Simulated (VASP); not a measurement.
# Ta2N (P6/mmm) in VASP: further runs

Ta2N is run at these levels: PBE; tasks: single point, relaxation of cell and atoms.

Program: VASP 6.6.1. These are calculated values, not measurements. Logs are shortened: lines on timing, memory, paths and dates and some standing lists are left out, and cuts for length are marked.

## 1. The cell of the first run

It takes space group P6/mmm (No. 191, hexagonal). The conventional cell has a = 5.123 Å, b = 5.123 Å, c = 4.187 Å, α = 90.00°, β = 90.00°, γ = 120.00°. Ta (site symmetry mmm) has 2 N at 1.48 Å within 2.0 Å. Within 4.4 Å of Ta (site symmetry 6/mmm) lie 14 Ta at 3.31 to 4.19 Å and 12 N at 3.62 Å. N (site symmetry -6m2) has 3 Ta at 1.48 Å within 2.0 Å.

## 2. Single point, PBE

File INCAR:

```
ALGO = Normal ; EDIFF = 1E-6
ENCUT = 600 ; GGA = PE
GGA_COMPAT = False ; ISIF = 2
ISMEAR = 0 ; LASPH = True
LCHARG = True ; LELF = True
LREAL = False ; LVHAR = True
LWAVE = False ; NBANDS = 40
NELM = 120 ; PREC = Accurate
SIGMA = 0.1
```

File KPOINTS:

```
k-points
0
Gamma
  6 6 4
```

File POSCAR:

```
Ta2N
1.0
    5.1231598700      0.0000000000      0.0000000000
   -2.5615799300      4.4367865900      0.0000000000
    0.0000000000      0.0000000000      4.1874003500
Ta N
4 2
Direct
    0.5000000000      0.0000000000      0.5000000000
    0.0000000000      0.5000000000      0.5000000000
    0.5000000000      0.5000000000      0.5000000000
    0.0000000000      0.0000000000      0.0000000000
    0.3333333300      0.6666666700      0.5000000000
    0.6666666700      0.3333333300      0.5000000000
```

Potentials or basis: VASP PAW PBE potentials, release 64 (Ta_sv_GW, N).

On the command line:

```bash
cat potpaw_PBE.64/Ta_sv_GW/POTCAR potpaw_PBE.64/N/POTCAR > POTCAR
mpirun -np 1 vasp_std > vasp.out
```

OUTCAR:

```text
EDIFF = 1E-6
   ENCUT = 600
   GGA = PE
   ISIF = 2
   ISMEAR = 0
   LASPH = True
   LREAL = False
   NELM = 120
   PREC = Accurate

 ion  position               nearest neighbor table
   1  0.500  0.000  0.500-   5 1.48   6 1.48   3 2.56   3 2.56   2 2.56   2 2.56
   2  0.000  0.500  0.500-   5 1.48   6 1.48   1 2.56   1 2.56   3 2.56   3 2.56
   3  0.500  0.500  0.500-   5 1.48   6 1.48   1 2.56   1 2.56   2 2.56   2 2.56
   4  0.000  0.000  0.000-
   5  0.333  0.667  0.500-   1 1.48   2 1.48   3 1.48
   6  0.667  0.333  0.500-   1 1.48   2 1.48   3 1.48

  LATTYP: Found a hexagonal cell.
 ALAT       =     5.1231598700
 C/A-ratio  =     0.8173471951

  Lattice vectors:

 A1 = (   5.1231598700,   0.0000000000,   0.0000000000)
 A2 = (  -2.5615799300,   4.4367865900,   0.0000000000)
 A3 = (   0.0000000000,   0.0000000000,   4.1874003500)

Analysis of symmetry for initial positions (statically):
=====================================================================
 Subroutine PRICEL returns:
 Original cell was already a primitive cell.

 Routine SETGRP: Setting up the symmetry group for a
 hexagonal supercell.

 Subroutine GETGRP returns: Found 24 space group operations
 (whereof 24 operations were pure point group operations)
 out of a pool of 24 trial point group operations.

The static configuration has the point symmetry D_6h.

Analysis of symmetry for dynamics (positions and initial velocities):
=====================================================================
 Subroutine PRICEL returns:
 Original cell was already a primitive cell.

 Routine SETGRP: Setting up the symmetry group for a
 hexagonal supercell.

 Subroutine GETGRP returns: Found 24 space group operations
 (whereof 24 operations were pure point group operations)
 out of a pool of 24 trial point group operations.

The dynamic configuration has the point symmetry D_6h.

 Subroutine INISYM returns: Found 24 space group operations
 (whereof 24 operations are pure point group operations),
 and found     1 'primitive' translations

----------------------------------------------------------------------------------------

                                     Primitive cell

  volume of cell :      95.1811

  direct lattice vectors                    reciprocal lattice vectors
     5.123159870  0.000000000  0.000000000     0.195192035  0.112694174  0.000000000
    -2.561579930  4.436786590  0.000000000     0.000000000  0.225388348  0.000000000
     0.000000000  0.000000000  4.187400350     0.000000000  0.000000000  0.238811653

  length of vectors
     5.123159870  5.123159863  4.187400350     0.225388348  0.225388348  0.238811653

  position of ions in fractional coordinates (direct lattice)
     0.500000000  0.000000000  0.500000000
     1.000000000  0.500000000  0.500000000
     0.500000000  0.500000000  0.500000000
     0.000000000  0.000000000  0.000000000
     0.333333330  0.666666670  0.500000000
     0.666666670  0.333333330  0.500000000

  ion indices of the primitive-cell ions
   primitive index   ion index
                 1           1
                 2           2
                 3           3
                 4           4
                 5           5
                 6           6

----------------------------------------------------------------------------------------

 KPOINTS: k-points

Automatic generation of k-mesh.
 Grid dimensions read from file:
 generate k-points for:    6    6    4

 Generating k-lattice:

  Cartesian coordinates                     Fractional coordinates (reciprocal lattice)
     0.032532006  0.018782362  0.000000000     0.166666667 -0.000000000  0.000000000
     0.000000000  0.037564725  0.000000000     0.000000000  0.166666667  0.000000000
     0.000000000  0.000000000  0.059702913     0.000000000  0.000000000  0.250000000

  Length of vectors
     0.037564725  0.037564725  0.059702913

  Shift w.r.t. Gamma in fractional coordinates (k-lattice)
     0.000000000  0.000000000  0.000000000

 Subroutine IBZKPT returns following result:
 ===========================================

 Found     21 irreducible k-points:

 Following reciprocal coordinates:
            Coordinates               Weight
  0.000000  0.000000  0.000000      1.000000
  0.166667  0.000000  0.000000      6.000000
  0.333333  0.000000  0.000000      6.000000
  0.500000  0.000000  0.000000      3.000000
  0.166667  0.166667  0.000000      6.000000
  0.333333  0.166667  0.000000     12.000000
[... 13 lines left out ...]
  0.333333  0.166667  0.500000     12.000000
  0.333333  0.333333  0.500000      2.000000
   k-points           NKPTS =     21   k-points in BZ     NKDIM =     21   number of bands    NBANDS=     40
   number of dos      NEDOS =    301   number of ions     NIONS =      6
   total plane-waves  NPLWV =  63504
   dimension x,y,z NGX =    42 NGY =   42 NGZ =   36
   dimension x,y,z NGXF=    84 NGYF=   84 NGZF=   72
   ions per type =               4   2
   NGX,Y,Z   is equivalent  to a cutoff of  13.63, 13.63, 14.29 a.u.
   NGXF,Y,Z  is equivalent  to a cutoff of  27.26, 27.26, 28.59 a.u.
 SYSTEM =  unknown system
   PREC   = accura    normal or accurate (medium, high low for compatibility)
   ISTART =      0    job   : 0-new  1-cont  2-samecut
   ICHARG =      2    charge: 1-file 2-atom 10-const
   ISPIN  =      1    spin polarized calculation?
   LNONCOLLINEAR =      F non collinear calculations
   LSORBIT =      F    spin-orbit coupling
   LASPH  =      T    aspherical Exc in radial PAW
   ENCUT  =  600.0 eV  44.10 Ry    6.64 a.u.  10.23 10.23  8.36*2*pi/ulx,y,z
   NELM   =    120;   NELMIN=  2; NELMDL= -5     # of ELM steps
   EDIFF  = 0.1E-05   stopping-criterion for ELM
   LREAL  =      F    real-space projection
   EDIFFG = 0.1E-04   stopping-criterion for IOM
   NSW    =      0    number of steps for IOM
   IBRION =     -1    ionic relax: 0-MD 1-quasi-New 2-CG
   NFREE  =      0    steps in history (QN), initial steepest desc. (CG)
   ISIF   =      2    stress and relaxation
   ISYM   =      2    0-nonsym 1-usesym 2-fastsym
   POTIM  = 0.5000    time-step for ionic-motion
   TEBEG  =    0.0;   TEEND  =   0.0 temperature during run
   PSTRESS=    0.0 pullay stress
   NELECT =      62.0000    total number of electrons
   NUPDOWN=      -1.0000    fix difference up-down
   EMIN   =  10.00;   EMAX   =-10.00  energy-range for DOS
   EFERMI =   0.00;   METHOD = LEGACY
   ISMEAR =     0;   SIGMA  =   0.10  broadening in eV -4-tet -1-fermi 0-gaus
   EFERMI_NEDOS =   21; number of points for ismear=-14 and -15
   IALGO  =     38    algorithm
   IMIX   =      4    mixing-type and parameters
     AMIX     =   0.40;   BMIX     =  1.00
     AMIX_MAG =   1.60;   BMIX_MAG =  1.00
  volume/ion in A,a.u.               =      15.86       107.05
  Fermi-wavevector in a.u.,A,eV,Ry     =   1.419129  2.681764 27.401126  2.013926
  Thomas-Fermi vector in A             =   2.540182
   LORBIT       =      0    0 simple, 1 ext, 2 COOP (PROOUT), +10 PAW based schemes
   GGA     = PE    functional components
   LHFCALC =     F    Hartree Fock is set to
   AEXX    =    0.0000 exact exchange contribution
   IVDW    =     0    specifies the selected vdW correction
   LEPSILON=     F    determine dielectric tensor
   LRPA    =     F    only Hartree local field effects (RPA)
 non-spin polarized calculation
 Gauss-broadening in eV      SIGMA  =   0.10
  energy-cutoff  :      600.00
  volume of cell :       95.18
 maximum number of plane-waves:      3208
 NGX is ok and might be reduce to    42
   NGX = 21   NGY = 21   NGZ = 17

 number of electron      62.0000010 magnetization

 Free energy of the ion-electron system (eV)
  ---------------------------------------------------
  ext. energy  EPLUGINS =         0.00000000
  ---------------------------------------------------
  free energy    TOTEN  =       -26.45388723 eV

  energy without entropy =      -26.42186245  energy(sigma->0) =      -26.43787484

 E-fermi :   8.7671     XC(G=0): -11.7781

 val. band max:        8.7299829561   @ k =   0.3333   0.3333   0.2500
 cond. band min:       8.7678906170   @ k =   0.1667   0.1667   0.5000
 fundamental gap:      0.0379076609
 Fermi energy:         8.7671461154

 k-point     1 :       0.0000    0.0000    0.0000
  band No.  band energies     occupation
      1     -59.7674      2.00000
      2     -59.3567      2.00000
      3     -58.9316      2.00000
      4     -58.9316      2.00000
      5     -32.0251      2.00000
      6     -28.7337      2.00000
[... 32 lines left out ...]
     39      12.2292      0.00000
     40      13.2835      0.00000

 k-point     2 :       0.1667    0.0000    0.0000
  band No.  band energies     occupation
      1     -59.7674      2.00000
      2     -59.3325      2.00000
      3     -58.9577      2.00000
      4     -58.9316      2.00000
      5     -31.8557      2.00000
      6     -28.9362      2.00000
[... 32 lines left out ...]
     39      12.8670      0.00000
     40      12.8699      0.00000

 k-point     3 :       0.3333    0.0000    0.0000
  band No.  band energies     occupation
      1     -59.7672      2.00000
      2     -59.2694      2.00000
      3     -59.0239      2.00000
      4     -58.9312      2.00000
      5     -31.4091      2.00000
      6     -29.4619      2.00000
[... 32 lines left out ...]
     39      13.1658      0.00000
     40      13.7417      0.00000

 k-point     4 :       0.5000    0.0000    0.0000
  band No.  band energies     occupation
      1     -59.7673      2.00000
      2     -59.2188      2.00000
      3     -59.0765      2.00000
      4     -58.9313      2.00000
      5     -31.0466      2.00000
      6     -29.8699      2.00000
[... 32 lines left out ...]
     39      12.8157      0.00000
     40      14.1667      0.00000
[... 643 lines left out ...]
     39      11.9751      0.00000
     40      12.6132      0.00000

 k-point    20 :       0.3333    0.1667    0.5000
  band No.  band energies     occupation
      1     -59.7670      2.00000
      2     -59.2183      2.00000
      3     -59.0765      2.00000
      4     -58.9310      2.00000
      5     -31.0352      2.00000
      6     -29.9000      2.00000
[... 32 lines left out ...]
     39      12.6728      0.00000
     40      13.0885      0.00000

 k-point    21 :       0.3333    0.3333    0.5000
  band No.  band energies     occupation
      1     -59.7670      2.00000
      2     -59.1478      2.00000
      3     -59.1478      2.00000
      4     -58.9307      2.00000
      5     -30.4891      2.00000
      6     -30.4891      2.00000
[... 32 lines left out ...]
     39      12.5151      0.00000
     40      13.4796      0.00000

------------------------ aborting loop because EDIFF is reached ----------------------------------------

  FORCE on cell =-STRESS in cart. coord.  units (eV):
  Direction    XX          YY          ZZ          XY          YZ          ZX
  --------------------------------------------------------------------------------------
  -------------------------------------------------------------------------------------
  Total      188.8108350    188.8108345    -16.1809535      0.0000002     -0.0000000     -0.0000000
  in kB     3178.2390706   3178.2390633   -272.3728144      0.0000036     -0.0000000     -0.0000000
  external PRESSURE =    2028.0351065 kB  Pullay stress =       0.0000000 kB

 VOLUME and BASIS-vectors are now :
 -----------------------------------------------------------------------------
  energy-cutoff  :      600.00
  volume of cell :       95.18
      direct lattice vectors                 reciprocal lattice vectors
     5.123159870  0.000000000  0.000000000     0.195192035  0.112694174  0.000000000
    -2.561579930  4.436786590  0.000000000     0.000000000  0.225388348  0.000000000
     0.000000000  0.000000000  4.187400350     0.000000000  0.000000000  0.238811653

 POSITION                                       TOTAL-FORCE (eV/Angst)
 -----------------------------------------------------------------------------------
      2.56158      0.00000      2.09370         0.000000      0.000000      0.000000
     -1.28079      2.21839      2.09370         0.000000      0.000000      0.000000
      1.28079      2.21839      2.09370         0.000000      0.000000      0.000000
      0.00000      0.00000      0.00000         0.000000      0.000000      0.000000
     -0.00000      2.95786      2.09370        -0.000000     -0.000000      0.000000
      2.56158      1.47893      2.09370         0.000000     -0.000000      0.000000
 -----------------------------------------------------------------------------------
    total drift:                                0.000000     -0.000000     -0.000000

  FREE ENERGIE OF THE ION-ELECTRON SYSTEM (eV)
  ---------------------------------------------------
  free  energy   TOTEN  =       -26.4538872282 eV

  energy  without entropy=      -26.4218624475  energy(sigma->0) =      -26.43787484
```

Wall time 87 s (1 thread of Intel Xeon 6975P-C (Granite Rapids), shared host); peak memory 0.28 GiB.

What came out:

```
Free energy            : -26.4539 eV
Pressure               : 202.8 GPa
Band gap on the k mesh : zero (band 31 reaches 9.77 eV, above the bottom of band 32 at 8.35 eV)
```

Levels at points of the mesh, in eV from the Fermi level:
| k point | band 28 | band 29 | band 30 | band 31 | band 32 | band 33 | band 34 | band 35 |
| --- | --- | --- | --- | --- | --- | --- | --- | --- |
| (0.00, 0.00, 0.00) | -2.41 | 0.53 | 0.53 | 1.01 | 1.01 | 2.35 | 2.35 | 2.41 |
| (0.50, 0.00, 0.00) | -1.30 | -1.17 | -0.92 | -0.55 | 0.41 | 0.55 | 0.69 | 0.89 |
| (0.00, 0.00, 0.50) | -1.42 | -0.36 | -0.36 | -0.16 | 0.11 | 0.11 | 1.58 | 1.58 |
| (0.50, 0.00, 0.50) | -1.81 | -0.89 | -0.59 | -0.18 | 0.51 | 0.83 | 1.67 | 1.97 |

Caveat: the k points lie up to 0.38 Å⁻¹ apart; spin-orbit coupling is left out, which moves the levels of the heavy elements.

## 3. Single point, PBE

This run uses another cell than the first one, of 18.05 Å³/atom, 1.138 times its volume.

File INCAR:

```
  PREC = Accurate
  ENCUT = 600
  EDIFF = 1E-6
  ISMEAR = 0
  SIGMA = 0.1
  LREAL = False
  LASPH = True
  NELM = 120
  ALGO = Normal
  ISIF = 2
  LWAVE = False
  LCHARG = False
  GGA = PE
  NBANDS = 40
  GGA_COMPAT = False
```

File KPOINTS:

```
regular mesh
0
Gamma
  3 3 6
```

File POSCAR:

```
Ta2N
1.0
    6.6535568897      0.0000000000      0.0000000000
   -3.3267784448      5.7621492920      0.0000000000
    0.0000000000      0.0000000000      2.8248599739
Ta N
4 2
Direct
    0.5000000000      0.0000000000      0.5000000000
    0.0000000000      0.5000000000      0.5000000000
    0.5000000000      0.5000000000      0.5000000000
    0.0000000000      0.0000000000      0.0000000000
    0.3333333333      0.6666666667      0.5000000000
    0.6666666667      0.3333333333      0.5000000000
```

Potentials or basis: VASP PAW PBE potentials, release 64 (Ta_sv_GW, N).

On the command line:

```bash
cat potpaw_PBE.64/Ta_sv_GW/POTCAR potpaw_PBE.64/N/POTCAR > POTCAR
mpirun -np 1 vasp_std > vasp.out
```

It took 72 s on 1 thread of Intel Xeon Platinum 8488C (Sapphire Rapids), shared host; peak memory 0.27 GiB.

The run converged. Its results:

| Item | Value |
| --- | --- |
| Free energy | -71.6062 eV |
| Pressure | 0.0 GPa |
| Band gap on the k mesh | zero (band 31 reaches 8.03 eV, above the bottom of band 32 at 7.11 eV) |

Stress tensor (GPa, compression positive):
```
 0.16  0.00  0.00
 0.00  0.16  0.00
 0.00  0.00 -0.41
```

Levels at points of the mesh, in eV from the Fermi level:
| k point | band 27 | band 28 | band 29 | band 30 | band 31 | band 32 | band 33 | band 34 |
| --- | --- | --- | --- | --- | --- | --- | --- | --- |
| (0.00, 0.00, 0.00) | -2.81 | -1.18 | -1.18 | -1.13 | -0.77 | 0.89 | 0.89 | 1.87 |
| (0.00, 0.00, 0.50) | -1.21 | -0.84 | -0.84 | 0.14 | 0.19 | 0.28 | 0.28 | 0.52 |

Caveat: the k points lie up to 0.37 Å⁻¹ apart; spin-orbit coupling is left out, which moves the levels of the heavy elements.

[end of part 1 of 2]
